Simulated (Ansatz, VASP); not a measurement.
Ni in VASP and in Ansatz

The input POSCAR:

```
Ni
1.0
    4.4126996780      0.0000000000      0.0000000000
    0.0000000000      4.4126996780      0.0000000000
    0.0000000000      0.0000000000      4.4126996780
Ni
8
Direct
    0.5000000000      0.5000000000      0.5000000000
    0.0000000000      0.0000000000      0.0000000000
    0.2500000000      0.0000000000      0.5000000000
    0.5000000000      0.2500000000      0.0000000000
    0.5000000000      0.7500000000      0.0000000000
    0.7500000000      0.0000000000      0.5000000000
    0.0000000000      0.5000000000      0.7500000000
    0.0000000000      0.5000000000      0.2500000000
```

INCAR.step1

```
SYSTEM = Ni
ALGO = Normal
EDIFF = 1E-4
ENCUT = 520
GGA = PE
ISMEAR = 0
ISPIN = 2
LASPH = .TRUE.
LCHARG = .FALSE.
LMAXMIX = 4
LREAL = .FALSE.
LWAVE = .TRUE.
MAGMOM = 2 2 2 2 2 2 2 2
NBANDS = 54
NELM = 150
PREC = Accurate
SIGMA = 0.1
```

INCAR.step2

```
SYSTEM = Ni
ALGO = Normal
EDIFF = 1E-6
ENCUT = 520
ISIF = 2
ISMEAR = 0
ISPIN = 2
ISTART = 1
LASPH = .TRUE.
LCHARG = .FALSE.
LMAXMIX = 4
LMIXTAU = .TRUE.
LORBIT = 11
LREAL = .FALSE.
LWAVE = .FALSE.
MAGMOM = 2 2 2 2 2 2 2 2
METAGGA = R2SCAN
NBANDS = 54
NELM = 150
PREC = Accurate
SIGMA = 0.1
```

KPOINTS

```
k-points
0
G
  4 4 4
  0 0 0
```

Input for Ansatz:

```yaml
crystal:
  lattice:
    - [4.412699678, 0.0, 0.0]
    - [0.0, 4.412699678, 0.0]
    - [0.0, 0.0, 4.412699678]
  atoms:
    - { symbol: Ni, position: [0.5, 0.5, 0.5], spin: 2.0 }
    - { symbol: Ni, position: [0.0, 0.0, 0.0], spin: 2.0 }
    - { symbol: Ni, position: [0.25, 0.0, 0.5], spin: 2.0 }
    - { symbol: Ni, position: [0.5, 0.25, 0.0], spin: 2.0 }
    - { symbol: Ni, position: [0.5, 0.75, 0.0], spin: 2.0 }
    - { symbol: Ni, position: [0.75, 0.0, 0.5], spin: 2.0 }
    - { symbol: Ni, position: [0.0, 0.5, 0.75], spin: 2.0 }
    - { symbol: Ni, position: [0.0, 0.5, 0.25], spin: 2.0 }
basis:
  ecutwfc: 500
kpoints:
  mp_grid: { grid: [4, 4, 4] }
hamiltonian:
  xc: r2scan
scf:
  occupations: { method: gaussian, width: 0.1 }
  lower_state_search: "off"
output:
  forces: true
  stress: true
  eigenvalues: true
  populations: true
magnetization:
  spin_polarized: true
```

Alike in both runs: task single point; functional r2SCAN; k mesh 4 × 4 × 4; occupations gaussian, width 0.1 eV; collinear spin.

|  | VASP | Ansatz |
| --- | --- | --- |
| version | VASP 6.6.1 | Ansatz 0.2.0 |
| potentials or method | VASP PAW PBE potentials, release 64 (Ni), cutoff 520 eV | scalar-relativistic, plane waves, PAW |
| valence electrons in the cell | 80 | 144 |

Ansatz gave:

| Item | Value |
| --- | --- |
| gap on the k mesh at the Fermi level (eV) | none |
| pressure (GPa) | 1.0 |
| net moment per atom (μB) | 0.74 |
| size of the moment on the site where the two differ most (μB) | 0.81 |

Question: What did VASP give for the same quantities?

Answer: gap on the k mesh at the Fermi level (eV): none; pressure (GPa): 1.0; net moment per atom (μB): 0.71; size of the moment on the site where the two differ most (μB): 0.73.

VASP's potentials were made for PBE, not for r2SCAN. Site moments also hang on the region over which each program counts them. A gap of «none» marks a metal or a gap that the smearing closes. VASP's potentials hold 80 valence electrons a cell and Ansatz's 144, so a difference there can come from the potentials and not from the codes. Ansatz's warnings: stability check not made.
